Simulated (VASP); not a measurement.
# KCl (Pm-3m) in VASP: settings compared

Aim: see how the results for KCl move with the level of theory and the settings. Levels: PBE, r2SCAN. Tasks: single point.

All numbers are computed with VASP 6.6.1; they aren't measurements. Logs are shortened: lines on timing, memory, paths and dates and some standing lists are left out, and cuts for length are marked.

### Step 1. The cell of the first run

It takes space group Pm-3m (No. 221, cubic). The conventional cell has a = 3.632 Å, b = 3.632 Å, c = 3.632 Å, α = 90.00°, β = 90.00°, γ = 90.00°. K (site symmetry m-3m) has 8 Cl at 3.15 Å and 6 K at 3.63 Å within 4.1 Å. Cl (site symmetry m-3m) has 8 K at 3.15 Å and 6 Cl at 3.63 Å within 4.1 Å.

### Step 2. Single point, PBE (strain -3.7%)

INCAR

```
ALGO = Normal ; EDIFF = 1E-6
ENCUT = 520 ; GGA = PE
ISIF = 2 ; ISMEAR = -1
LASPH = True ; LCHARG = False
LREAL = False ; LWAVE = False
NBANDS = 15 ; NELM = 100
PREC = Accurate ; SIGMA = 0.02
```

KPOINTS

```
k-points
0
Gamma
  8 8 8
```

POSCAR

```
KCl
1.0
    3.6323892975      0.0000000000      0.0000000000
    0.0000000000      3.6323892975      0.0000000000
    0.0000000000      0.0000000000      3.6323892975
K Cl
1 1
Direct
    0.0000000000      0.0000000000      0.0000000000
    0.5000000000      0.5000000000      0.5000000000
```

Potentials or basis: VASP PAW PBE potentials, release 64 (K_sv, Cl).

Command:

```sh
cat potpaw_PBE.64/K_sv/POTCAR potpaw_PBE.64/Cl/POTCAR > POTCAR
mpirun -np 1 vasp_std > vasp.out
```

OUTCAR:

```text
EDIFF = 1E-6
   ENCUT = 520
   GGA = PE
   ISIF = 2
   ISMEAR = -1
   LASPH = True
   LREAL = False
   NELM = 100
   PREC = Accurate

 ion  position               nearest neighbor table
   1  0.000  0.000  0.000-   2 3.15   2 3.15   2 3.15   2 3.15   2 3.15   2 3.15   2 3.15   2 3.15

   2  0.500  0.500  0.500-   1 3.15   1 3.15   1 3.15   1 3.15   1 3.15   1 3.15   1 3.15   1 3.15

  LATTYP: Found a simple cubic cell.
 ALAT       =     3.6323892975

  Lattice vectors:

 A1 = (   3.6323892975,   0.0000000000,   0.0000000000)
 A2 = (   0.0000000000,   3.6323892975,   0.0000000000)
 A3 = (   0.0000000000,   0.0000000000,   3.6323892975)

Analysis of symmetry for initial positions (statically):
=====================================================================
 Subroutine PRICEL returns:
 Original cell was already a primitive cell.

 Routine SETGRP: Setting up the symmetry group for a
 simple cubic supercell.

 Subroutine GETGRP returns: Found 48 space group operations
 (whereof 48 operations were pure point group operations)
 out of a pool of 48 trial point group operations.

The static configuration has the point symmetry O_h .

Analysis of symmetry for dynamics (positions and initial velocities):
=====================================================================
 Subroutine PRICEL returns:
 Original cell was already a primitive cell.

 Routine SETGRP: Setting up the symmetry group for a
 simple cubic supercell.

 Subroutine GETGRP returns: Found 48 space group operations
 (whereof 48 operations were pure point group operations)
 out of a pool of 48 trial point group operations.

The dynamic configuration has the point symmetry O_h .

 Subroutine INISYM returns: Found 48 space group operations
 (whereof 48 operations are pure point group operations),
 and found     1 'primitive' translations

----------------------------------------------------------------------------------------

                                     Primitive cell

  volume of cell :      47.9267

  direct lattice vectors                    reciprocal lattice vectors
     3.632389298  0.000000000  0.000000000     0.275300888  0.000000000  0.000000000
     0.000000000  3.632389298  0.000000000     0.000000000  0.275300888  0.000000000
     0.000000000  0.000000000  3.632389298     0.000000000  0.000000000  0.275300888

  length of vectors
     3.632389298  3.632389298  3.632389298     0.275300888  0.275300888  0.275300888

  position of ions in fractional coordinates (direct lattice)
     0.000000000  0.000000000  0.000000000
     0.500000000  0.500000000  0.500000000

  ion indices of the primitive-cell ions
   primitive index   ion index
                 1           1
                 2           2

----------------------------------------------------------------------------------------

 KPOINTS: k-points

Automatic generation of k-mesh.
 Grid dimensions read from file:
 generate k-points for:    8    8    8

 Generating k-lattice:

  Cartesian coordinates                     Fractional coordinates (reciprocal lattice)
     0.034412611  0.000000000  0.000000000     0.125000000  0.000000000  0.000000000
     0.000000000  0.034412611  0.000000000     0.000000000  0.125000000  0.000000000
     0.000000000  0.000000000  0.034412611     0.000000000  0.000000000  0.125000000

  Length of vectors
     0.034412611  0.034412611  0.034412611

  Shift w.r.t. Gamma in fractional coordinates (k-lattice)
     0.000000000  0.000000000  0.000000000

 Subroutine IBZKPT returns following result:
 ===========================================

 Found     35 irreducible k-points:

 Following reciprocal coordinates:
            Coordinates               Weight
  0.000000  0.000000  0.000000      1.000000
  0.125000  0.000000  0.000000      6.000000
  0.250000  0.000000  0.000000      6.000000
  0.375000  0.000000  0.000000      6.000000
  0.500000  0.000000  0.000000      3.000000
  0.125000  0.125000  0.000000     12.000000
[... 16 lines left out ...]
  0.375000  0.375000  0.125000     24.000000
  0.500000  0.375000  0.125000     24.000000
 [... further k-points ...]
   k-points           NKPTS =     35   k-points in BZ     NKDIM =     35   number of bands    NBANDS=     15
   number of dos      NEDOS =    301   number of ions     NIONS =      2
   total plane-waves  NPLWV =  21952
   dimension x,y,z NGX =    28 NGY =   28 NGZ =   28
   dimension x,y,z NGXF=    56 NGYF=   56 NGZF=   56
   ions per type =               1   1
   NGX,Y,Z   is equivalent  to a cutoff of  12.81, 12.81, 12.81 a.u.
   NGXF,Y,Z  is equivalent  to a cutoff of  25.63, 25.63, 25.63 a.u.
 SYSTEM =  unknown system
   PREC   = accura    normal or accurate (medium, high low for compatibility)
   ISTART =      0    job   : 0-new  1-cont  2-samecut
   ICHARG =      2    charge: 1-file 2-atom 10-const
   ISPIN  =      1    spin polarized calculation?
   LNONCOLLINEAR =      F non collinear calculations
   LSORBIT =      F    spin-orbit coupling
   LASPH  =      T    aspherical Exc in radial PAW
   ENCUT  =  520.0 eV  38.22 Ry    6.18 a.u.   6.75  6.75  6.75*2*pi/ulx,y,z
   NELM   =    100;   NELMIN=  2; NELMDL= -5     # of ELM steps
   EDIFF  = 0.1E-05   stopping-criterion for ELM
   LREAL  =      F    real-space projection
   EDIFFG = 0.1E-04   stopping-criterion for IOM
   NSW    =      0    number of steps for IOM
   IBRION =     -1    ionic relax: 0-MD 1-quasi-New 2-CG
   NFREE  =      0    steps in history (QN), initial steepest desc. (CG)
   ISIF   =      2    stress and relaxation
   ISYM   =      2    0-nonsym 1-usesym 2-fastsym
   POTIM  = 0.5000    time-step for ionic-motion
   TEBEG  =    0.0;   TEEND  =   0.0 temperature during run
   PSTRESS=    0.0 pullay stress
   NELECT =      16.0000    total number of electrons
   NUPDOWN=      -1.0000    fix difference up-down
   EMIN   =  10.00;   EMAX   =-10.00  energy-range for DOS
   EFERMI =   0.00;   METHOD = LEGACY
   ISMEAR =    -1;   SIGMA  =   0.02  broadening in eV -4-tet -1-fermi 0-gaus
   EFERMI_NEDOS =   21; number of points for ismear=-14 and -15
   IALGO  =     38    algorithm
   IMIX   =      4    mixing-type and parameters
     AMIX     =   0.40;   BMIX     =  1.00
     AMIX_MAG =   1.60;   BMIX_MAG =  1.00
  volume/ion in A,a.u.               =      23.96       161.71
  Fermi-wavevector in a.u.,A,eV,Ry     =   1.135679  2.146123 17.548357  1.289768
  Thomas-Fermi vector in A             =   2.272384
   LORBIT       =      0    0 simple, 1 ext, 2 COOP (PROOUT), +10 PAW based schemes
   GGA     = PE    functional components
   LHFCALC =     F    Hartree Fock is set to
   AEXX    =    0.0000 exact exchange contribution
   IVDW    =     0    specifies the selected vdW correction
   LEPSILON=     F    determine dielectric tensor
   LRPA    =     F    only Hartree local field effects (RPA)
 non-spin polarized calculation
  energy-cutoff  :      520.00
  volume of cell :       47.93
 maximum number of plane-waves:      1328
 NGX is ok and might be reduce to    28
   NGX = 13   NGY = 13   NGZ = 13

 number of electron      16.0000001 magnetization

 Free energy of the ion-electron system (eV)
  ---------------------------------------------------
  ext. energy  EPLUGINS =         0.00000000
  ---------------------------------------------------
  free energy    TOTEN  =        -6.54826096 eV

  energy without entropy =       -6.54826096  energy(sigma->0) =       -6.54826096

 E-fermi :   0.4917     XC(G=0):  -8.8154

 val. band max:        0.0753340026   @ k =   0.5000   0.5000   0.0000
 cond. band min:       5.6630256648   @ k =   0.0000   0.0000   0.0000
 fundamental gap:      5.5876916622
 Fermi energy:         0.4917219824

 k-point     1 :       0.0000    0.0000    0.0000
  band No.  band energies     occupation
      1     -27.7398      2.00000
      2     -12.8437      2.00000
      3     -11.0853      2.00000
      4     -11.0853      2.00000
      5     -11.0853      2.00000
      6      -0.1564      2.00000
      7      -0.1564      2.00000
      8      -0.1564      2.00000
      9       5.6630      0.00000
     10       6.4432      0.00000
     11       6.4432      0.00000
     12      11.1426      0.00000
     13      11.1426      0.00000
     14      11.1426      0.00000
     15      14.3377      0.00000

 k-point     2 :       0.1250    0.0000    0.0000
  band No.  band energies     occupation
      1     -27.7341      2.00000
      2     -12.8773      2.00000
      3     -11.0771      2.00000
      4     -11.0771      2.00000
      5     -11.0614      2.00000
      6      -0.5348      2.00000
      7      -0.1652      2.00000
      8      -0.1652      2.00000
      9       6.0721      0.00000
     10       6.5895      0.00000
     11       6.8706      0.00000
     12      11.0863      0.00000
     13      11.0863      0.00000
     14      11.2334      0.00000
     15      13.6472      0.00000

 k-point     3 :       0.2500    0.0000    0.0000
  band No.  band energies     occupation
      1     -27.7204      2.00000
      2     -12.9613      2.00000
      3     -11.0573      2.00000
      4     -11.0573      2.00000
      5     -10.9949      2.00000
      6      -1.2926      2.00000
      7      -0.1876      2.00000
      8      -0.1876      2.00000
      9       6.9806      0.00000
     10       7.0132      0.00000
     11       7.9357      0.00000
     12      11.0173      0.00000
     13      11.0173      0.00000
     14      11.4764      0.00000
     15      12.2575      0.00000

 k-point     4 :       0.3750    0.0000    0.0000
  band No.  band energies     occupation
      1     -27.7066      2.00000
      2     -13.0488      2.00000
      3     -11.0372      2.00000
      4     -11.0372      2.00000
      5     -10.9165      2.00000
      6      -1.9229      2.00000
      7      -0.2115      2.00000
      8      -0.2115      2.00000
      9       7.6346      0.00000
     10       8.0424      0.00000
     11       8.9483      0.00000
     12      10.9141      0.00000
     13      11.0734      0.00000
     14      11.0734      0.00000
     15      11.7666      0.00000
[... 307 lines left out ...]
 k-point    22 :       0.5000    0.2500    0.1250
  band No.  band energies     occupation
      1     -27.6785      2.00000
      2     -12.7740      2.00000
      3     -11.2398      2.00000
      4     -11.1366      2.00000
      5     -11.0684      2.00000
      6      -1.7395      2.00000
      7      -0.8847      2.00000
      8      -0.3124      2.00000
      9       7.6112      0.00000
     10       8.4552      0.00000
     11       9.0468      0.00000
     12       9.9490      0.00000
     13      10.6346      0.00000
     14      11.1390      0.00000
     15      13.1283      0.00000

 k-point    23 :       0.3750    0.3750    0.1250
  band No.  band energies     occupation
      1     -27.6715      2.00000
      2     -12.6246      2.00000
      3     -11.3905      2.00000
      4     -11.2116      2.00000
      5     -11.0559      2.00000
      6      -1.4233      2.00000
      7      -1.2803      2.00000
      8      -0.2908      2.00000
      9       7.1512      0.00000
     10       8.2581      0.00000
     11       9.2716      0.00000
     12       9.5461      0.00000
     13      10.8995      0.00000
     14      11.3469      0.00000
     15      13.4434      0.00000

 k-point    24 :       0.5000    0.3750    0.1250
  band No.  band energies     occupation
      1     -27.6663      2.00000
      2     -12.5468      2.00000
      3     -11.3845      2.00000
      4     -11.3325      2.00000
      5     -11.0511      2.00000
      6      -1.5144      2.00000
      7      -1.2719      2.00000
      8      -0.2634      2.00000
      9       6.9309      0.00000
     10       8.1643      0.00000
     11       9.2086      0.00000
     12       9.3720      0.00000
     13      11.3182      0.00000
     14      12.1102      0.00000
     15      13.1648      0.00000

 [... further k-points ...]
[... 5 lines left out ...]
  --------------------------------------------------------------------------------------
  -------------------------------------------------------------------------------------
  Total        1.3715370      1.3715370      1.3715370      0.0000000      0.0000000     -0.0000000
  in kB       45.8501696     45.8501696     45.8501696      0.0000000      0.0000000     -0.0000000
  external PRESSURE =      45.8501696 kB  Pullay stress =       0.0000000 kB

 VOLUME and BASIS-vectors are now :
 -----------------------------------------------------------------------------
  energy-cutoff  :      520.00
  volume of cell :       47.93
      direct lattice vectors                 reciprocal lattice vectors
     3.632389298  0.000000000  0.000000000     0.275300888  0.000000000  0.000000000
     0.000000000  3.632389298  0.000000000     0.000000000  0.275300888  0.000000000
     0.000000000  0.000000000  3.632389298     0.000000000  0.000000000  0.275300888

 POSITION                                       TOTAL-FORCE (eV/Angst)
 -----------------------------------------------------------------------------------
      0.00000      0.00000      0.00000         0.000000      0.000000      0.000000
      1.81619      1.81619      1.81619         0.000000      0.000000      0.000000
 -----------------------------------------------------------------------------------
    total drift:                                0.000000      0.000000      0.000000

  FREE ENERGIE OF THE ION-ELECTRON SYSTEM (eV)
  ---------------------------------------------------
  free  energy   TOTEN  =        -6.5482609567 eV

  energy  without entropy=       -6.5482609567  energy(sigma->0) =       -6.54826096
```

Wall time 19 s (1 thread of AMD EPYC 7R43 (Zen 3), shared host); peak memory 0.13 GiB.

Results:

* Free energy: -6.5483 eV
* Pressure: 4.6 GPa
* Band gap on the k mesh: 5.59 eV, indirect (least direct gap 5.82 eV)

Levels at points of the mesh, in eV from the valence-band top:
```tsv
k point	band 6	band 7	band 8	band 9	band 10	band 11
(0.00, 0.00, 0.00)	-0.23	-0.23	-0.23	5.59	6.37	6.37
(0.50, 0.00, 0.00)	-2.24	-0.30	-0.30	7.98	8.58	9.20
(0.50, 0.50, 0.00)	-1.45	-1.45	0.00	6.27	7.48	9.06
(0.50, 0.50, 0.50)	-1.75	-1.75	-1.75	9.36	9.36	9.36
```

Caveat: the cell differs from its parent crystal (strain -3.7%).

### Step 3. Single point, r2SCAN (strain -3.7%)

POSCAR is that of step 2.

INCAR.step1

```
SYSTEM = KCl
PREC     = Accurate       ! precision mode
ENCUT    = 520            ! plane-wave cutoff, eV
ISMEAR   = 0              ! smearing method
SIGMA    = 0.01           ! smearing width, eV
LREAL    = .False.        ! projectors in reciprocal space
LASPH    = .True.         ! aspherical terms in the spheres
NELM     = 60             ! most SCF steps
NBANDS   = 15             ! bands
GGA      = PE             ! functional
ALGO     = Normal         ! electronic algorithm
EDIFF    = 1E-4           ! SCF threshold, eV
LWAVE    = .True.         ! write WAVECAR
LCHARG   = .False.        ! write CHGCAR
```

INCAR.step2

```
SYSTEM = KCl
PREC     = Accurate       ! precision mode
ENCUT    = 520            ! plane-wave cutoff, eV
EDIFF    = 1E-6           ! SCF threshold, eV
ISMEAR   = 0              ! smearing method
SIGMA    = 0.01           ! smearing width, eV
LREAL    = .False.        ! projectors in reciprocal space
LASPH    = .True.         ! aspherical terms in the spheres
NELM     = 60             ! most SCF steps
ALGO     = Normal         ! electronic algorithm
ISIF     = 2              ! what is computed and relaxed
LWAVE    = .False.        ! write WAVECAR
LCHARG   = .True.         ! write CHGCAR
METAGGA  = R2SCAN         ! meta-GGA
LMIXTAU  = .True.       
LELF     = .True.         ! ELF
LVHAR    = .True.       
NBANDS   = 15             ! bands
ISTART   = 1
```

KPOINTS

```
regular mesh
0
Gamma
  8 8 8
  0 0 0
```

Potentials or basis: VASP PAW PBE potentials, release 64 (K_sv, Cl).

Command:

```sh
cat potpaw_PBE.64/K_sv/POTCAR potpaw_PBE.64/Cl/POTCAR > POTCAR
cp INCAR.step1 INCAR
mpirun -np 1 vasp_std > vasp.out
cp INCAR.step2 INCAR
mpirun -np 1 vasp_std > vasp.out
```

Run time: 88 s. Hardware: 1 thread of AMD EPYC 7R43 (Zen 3), shared host; peak memory 0.14 GiB.

It converged, with:

```
Free energy            : -16.3523 eV
Pressure               : 3.4 GPa
Band gap on the k mesh : 6.41 eV, indirect (least direct gap 6.65 eV)
```

Levels at points of the mesh, in eV from the valence-band top:
| k point | band 6 | band 7 | band 8 | band 9 | band 10 | band 11 |
| --- | --- | --- | --- | --- | --- | --- |
| (0.00, 0.00, 0.00) | -0.23 | -0.23 | -0.23 | 6.41 | 6.93 | 6.93 |
| (0.50, 0.00, 0.00) | -2.24 | -0.29 | -0.29 | 8.58 | 9.38 | 9.98 |
| (0.50, 0.50, 0.00) | -1.48 | -1.48 | 0.00 | 6.90 | 8.22 | 9.78 |
| (0.50, 0.50, 0.50) | -1.77 | -1.77 | -1.77 | 10.06 | 10.06 | 10.06 |

Caveat: the cell differs from its parent crystal (strain -3.7%); the PAW data sets were made with another functional, which shifts forces and pressure a little. A k mesh can miss the band edges.
